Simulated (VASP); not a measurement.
# ScCo (Pm-3m) in VASP: a series of runs, part 2 of 2

VASP 6.6.1. The steps go on from the part before.

## 3. Single point, LDA, collinear spin, ferromagnetic start

File INCAR:

```
SYSTEM = ScCo
ALGO = Normal
EDIFF = 1E-7
ENCUT = 520
GGA = CA
ISIF = 2
ISMEAR = -1
ISPIN = 2
LASPH = .True.
LCHARG = .False.
LMAXMIX = 4
LORBIT = 11
LREAL = .False.
LWAVE = .False.
MAGMOM = 3 0
NBANDS = 21
NELM = 150
PREC = Accurate
SIGMA = 0.1
```

File KPOINTS:

```
k-points
0
Gamma
  10 10 10
  0 0 0
```

File POSCAR:

```
ScCo
1.0
    3.1450000000      0.0000000000      0.0000000000
    0.0000000000      3.1450000000      0.0000000000
    0.0000000000      0.0000000000      3.1450000000
Co Sc
1 1
Direct
    0.0000000000      0.0000000000      0.0000000000
    0.5000000000      0.5000000000      0.5000000000
```

Potentials or basis: VASP PAW LDA potentials, release 64 (Co, Sc_sv).

Launch:

```console
> cat potpaw_LDA.64/Co/POTCAR potpaw_LDA.64/Sc_sv/POTCAR > POTCAR
> mpirun -np 1 vasp_std > vasp.out
```

OUTCAR:

```text
SYSTEM = ScCo
   EDIFF = 1E-7
   ENCUT = 520
   GGA = CA
   ISIF = 2
   ISMEAR = -1
   ISPIN = 2
   LASPH = .True.
   LORBIT = 11
   LREAL = .False.
   NELM = 150
   PREC = Accurate

 ion  position               nearest neighbor table
   1  0.000  0.000  0.000-   2 2.72   2 2.72   2 2.72   2 2.72   2 2.72   2 2.72   2 2.72   2 2.72

   2  0.500  0.500  0.500-   1 2.72   1 2.72   1 2.72   1 2.72   1 2.72   1 2.72   1 2.72   1 2.72

  LATTYP: Found a simple cubic cell.
 ALAT       =     3.1450000000

  Lattice vectors:

 A1 = (   3.1450000000,   0.0000000000,   0.0000000000)
 A2 = (   0.0000000000,   3.1450000000,   0.0000000000)
 A3 = (   0.0000000000,   0.0000000000,   3.1450000000)

Analysis of symmetry for initial positions (statically):
=====================================================================
 Subroutine PRICEL returns:
 Original cell was already a primitive cell.

 Routine SETGRP: Setting up the symmetry group for a
 simple cubic supercell.

 Subroutine GETGRP returns: Found 48 space group operations
 (whereof 48 operations were pure point group operations)
 out of a pool of 48 trial point group operations.

The static configuration has the point symmetry O_h .

Analysis of symmetry for dynamics (positions and initial velocities):
=====================================================================
 Subroutine PRICEL returns:
 Original cell was already a primitive cell.

 Routine SETGRP: Setting up the symmetry group for a
 simple cubic supercell.

 Subroutine GETGRP returns: Found 48 space group operations
 (whereof 48 operations were pure point group operations)
 out of a pool of 48 trial point group operations.

The dynamic configuration has the point symmetry O_h .

Analysis of structural, dynamic, and magnetic symmetry:
=====================================================================
 Subroutine PRICEL returns:
 Original cell was already a primitive cell.

 Routine SETGRP: Setting up the symmetry group for a
 simple cubic supercell.

 Subroutine GETGRP returns: Found 48 space group operations
 (whereof 48 operations were pure point group operations)
 out of a pool of 48 trial point group operations.

The overall configuration has the point symmetry O_h .

 Subroutine INISYM returns: Found 48 space group operations
 (whereof 48 operations are pure point group operations),
 and found     1 'primitive' translations

----------------------------------------------------------------------------------------

                                     Primitive cell

  volume of cell :      31.1073

  direct lattice vectors                    reciprocal lattice vectors
     3.145000000  0.000000000  0.000000000     0.317965024  0.000000000  0.000000000
     0.000000000  3.145000000  0.000000000     0.000000000  0.317965024  0.000000000
     0.000000000  0.000000000  3.145000000     0.000000000  0.000000000  0.317965024

  length of vectors
     3.145000000  3.145000000  3.145000000     0.317965024  0.317965024  0.317965024

  position of ions in fractional coordinates (direct lattice)
     0.000000000  0.000000000  0.000000000
     0.500000000  0.500000000  0.500000000

  ion indices of the primitive-cell ions
   primitive index   ion index
                 1           1
                 2           2

----------------------------------------------------------------------------------------

 KPOINTS: k-points

Automatic generation of k-mesh.
 Grid dimensions read from file:
[... 63 lines left out ...]
   ENCUT  =  520.0 eV  38.22 Ry    6.18 a.u.   5.85  5.85  5.85*2*pi/ulx,y,z
   NELM   =    150;   NELMIN=  2; NELMDL= -5     # of ELM steps
   EDIFF  = 0.1E-06   stopping-criterion for ELM
   LREAL  =      F    real-space projection
   EDIFFG = 0.1E-05   stopping-criterion for IOM
   NSW    =      0    number of steps for IOM
   IBRION =     -1    ionic relax: 0-MD 1-quasi-New 2-CG
   NFREE  =      0    steps in history (QN), initial steepest desc. (CG)
   ISIF   =      2    stress and relaxation
   ISYM   =      2    0-nonsym 1-usesym 2-fastsym
   POTIM  = 0.5000    time-step for ionic-motion
   TEBEG  =    0.0;   TEEND  =   0.0 temperature during run
   PSTRESS=    0.0 pullay stress
   NELECT =      20.0000    total number of electrons
   NUPDOWN=      -1.0000    fix difference up-down
   EMIN   =  10.00;   EMAX   =-10.00  energy-range for DOS
   EFERMI =   0.00;   METHOD = LEGACY
   ISMEAR =    -1;   SIGMA  =   0.10  broadening in eV -4-tet -1-fermi 0-gaus
   EFERMI_NEDOS =   21; number of points for ismear=-14 and -15
   IALGO  =     38    algorithm
   IMIX   =      4    mixing-type and parameters
     AMIX     =   0.40;   BMIX     =  1.00
     AMIX_MAG =   1.60;   BMIX_MAG =  1.00
  volume/ion in A,a.u.               =      15.55       104.96
  Fermi-wavevector in a.u.,A,eV,Ry     =   1.412963  2.670113 27.163555  1.996465
  Thomas-Fermi vector in A             =   2.534658
   LORBIT       =     11    0 simple, 1 ext, 2 COOP (PROOUT), +10 PAW based schemes
   GGA     = CA    functional components
   LHFCALC =     F    Hartree Fock is set to
   AEXX    =    0.0000 exact exchange contribution
   IVDW    =     0    specifies the selected vdW correction
   LEPSILON=     F    determine dielectric tensor
   LRPA    =     F    only Hartree local field effects (RPA)
 spin polarized calculation
  energy-cutoff  :      520.00
  volume of cell :       31.11
 maximum number of plane-waves:       862
 NGX is ok and might be reduce to    24
   NGX = 11   NGY = 11   NGZ = 11

 number of electron      19.9999992 magnetization       0.0005252

 Free energy of the ion-electron system (eV)
  ---------------------------------------------------
  ext. energy  EPLUGINS =         0.00000000
  ---------------------------------------------------
  free energy    TOTEN  =       -15.59414941 eV

  energy without entropy =      -15.55167486  energy(sigma->0) =      -15.57291214

 E-fermi :   6.1917     XC(G=0): -11.9974

 val. band max:        6.1759675566   @ k =   0.5000   0.4000   0.3000
 cond. band min:       6.2174261254   @ k =   0.5000   0.5000   0.4000
 fundamental gap:      0.0414585688
 Fermi energy:         6.1917000881

 spin component 1

 k-point     1 :       0.0000    0.0000    0.0000
  band No.  band energies     occupation
      1     -42.0590      1.00000
      2     -20.8953      1.00000
      3     -20.8953      1.00000
      4     -20.8953      1.00000
      5      -0.2472      1.00000
      6       3.5495      1.00000
[... 565 lines left out ...]
     20      22.9187      0.00000
     21      23.1957      0.00000

 [... further k-points ...]

 spin component 2

 k-point     1 :       0.0000    0.0000    0.0000
  band No.  band energies     occupation
      1     -42.0591      1.00000
      2     -20.8954      1.00000
      3     -20.8954      1.00000
      4     -20.8954      1.00000
      5      -0.2473      1.00000
      6       3.5501      1.00000
[... 565 lines left out ...]
     20      22.9187      0.00000
     21      23.1956      0.00000

 [... further k-points ...]

------------------------ aborting loop because EDIFF is reached ----------------------------------------

  FORCE on cell =-STRESS in cart. coord.  units (eV):
  Direction    XX          YY          ZZ          XY          YZ          ZX
  --------------------------------------------------------------------------------------
  -------------------------------------------------------------------------------------
  Total       -2.3852569     -2.3852569     -2.3852569      0.0000000      0.0000000     -0.0000000
  in kB     -122.8524417   -122.8524417   -122.8524417      0.0000000      0.0000000     -0.0000000
  external PRESSURE =    -122.8524417 kB  Pullay stress =       0.0000000 kB

 VOLUME and BASIS-vectors are now :
 -----------------------------------------------------------------------------
  energy-cutoff  :      520.00
  volume of cell :       31.11
      direct lattice vectors                 reciprocal lattice vectors
     3.145000000  0.000000000  0.000000000     0.317965024  0.000000000  0.000000000
     0.000000000  3.145000000  0.000000000     0.000000000  0.317965024  0.000000000
     0.000000000  0.000000000  3.145000000     0.000000000  0.000000000  0.317965024

 POSITION                                       TOTAL-FORCE (eV/Angst)
 -----------------------------------------------------------------------------------
      0.00000      0.00000      0.00000         0.000000      0.000000      0.000000
      1.57250      1.57250      1.57250         0.000000      0.000000      0.000000
 -----------------------------------------------------------------------------------
    total drift:                                0.000000      0.000000     -0.000000

  FREE ENERGIE OF THE ION-ELECTRON SYSTEM (eV)
  ---------------------------------------------------
  free  energy   TOTEN  =       -15.5941494142 eV

  energy  without entropy=      -15.5516748592  energy(sigma->0) =      -15.57291214

 total charge

# of ion       s       p       d       tot
------------------------------------------
    1        0.486   0.316   7.389   8.191
    2        2.285   6.180   1.115   9.580
--------------------------------------------------
tot          2.771   6.496   8.504  17.771

 magnetization (x)

# of ion       s       p       d       tot
------------------------------------------
    1        0.000  -0.000   0.001   0.001
    2       -0.000  -0.000  -0.000  -0.000
--------------------------------------------------
tot          0.000  -0.000   0.001   0.001
```

Wall time 80 s (1 thread of Intel Xeon 8259CL, shared host); peak memory 0.17 GiB.

Results:

```
Free energy                                           : -15.5941 eV
Pressure                                              : -12.3 GPa
Band gap on the k mesh                                : zero (filled and empty bands overlap)
Net moment                                            : 0.00 μB per cell
Valence electrons inside the program's atomic spheres : Co 8.19; Sc 9.58
```

Levels at points of the mesh, in eV from the Fermi level:
Spin up:
| k point | band 7 | band 8 | band 9 | band 10 | band 11 | band 12 | band 13 | band 14 |
| --- | --- | --- | --- | --- | --- | --- | --- | --- |
| (0.00, 0.00, 0.00) | -2.64 | -0.75 | -0.75 | -0.75 | 1.80 | 1.80 | 4.29 | 4.29 |
| (0.50, 0.00, 0.00) | -1.65 | -0.87 | -0.87 | -0.48 | 0.32 | 0.73 | 2.13 | 2.13 |
| (0.50, 0.50, 0.00) | -1.46 | -1.46 | -0.23 | 0.31 | 1.23 | 1.23 | 2.33 | 3.86 |
| (0.50, 0.50, 0.50) | -1.54 | -0.91 | -0.91 | -0.91 | -0.21 | -0.21 | 4.92 | 4.92 |
Spin down:
| k point | band 7 | band 8 | band 9 | band 10 | band 11 | band 12 | band 13 | band 14 |
| --- | --- | --- | --- | --- | --- | --- | --- | --- |
| (0.00, 0.00, 0.00) | -2.64 | -0.75 | -0.75 | -0.75 | 1.80 | 1.80 | 4.29 | 4.29 |
| (0.50, 0.00, 0.00) | -1.65 | -0.87 | -0.87 | -0.48 | 0.32 | 0.73 | 2.13 | 2.13 |
| (0.50, 0.50, 0.00) | -1.46 | -1.46 | -0.23 | 0.31 | 1.23 | 1.23 | 2.33 | 3.86 |
| (0.50, 0.50, 0.50) | -1.54 | -0.91 | -0.91 | -0.91 | -0.21 | -0.21 | 4.92 | 4.92 |

Caveat: the cell stands under tension.

## 4. Single point, LDA, collinear spin, ferromagnetic start

File INCAR:

```
SYSTEM = ScCo
PREC = Accurate
ENCUT = 520
EDIFF = 1E-7
ISMEAR = -1
SIGMA = 0.1
LREAL = .FALSE.
LASPH = .TRUE.
NELM = 150
ALGO = Normal
ISIF = 2
LWAVE = .FALSE.
LCHARG = .FALSE.
ISPIN = 2
MAGMOM = 0.45 0
LORBIT = 11
NUPDOWN = 0.45
LMAXMIX = 4
NBANDS = 21
```

File KPOINTS:

```
regular mesh
0
G
  10 10 10
  0 0 0
```

POSCAR is that of step 3.

Launch:

```console
> cat potpaw_LDA.64/Co/POTCAR potpaw_LDA.64/Sc_sv/POTCAR > POTCAR
> mpirun -np 1 vasp_std > vasp.out
```

Run time: 63 s. Hardware: 1 thread of Intel Xeon 8259CL, shared host; peak memory 0.18 GiB.

The run converged. Its results:

```yaml
Free_energy: -15.5555 eV
Pressure: -11.4 GPa
Net_moment: 0.45 μB per cell
Site_moments: Co +0.53; Sc -0.07 μB
Valence_electrons_inside_the_program's_atomic_spheres: Co 8.19; Sc 9.58
```

Caveat: the cell stands under tension; the total moment is fixed, so each spin has its own Fermi level.
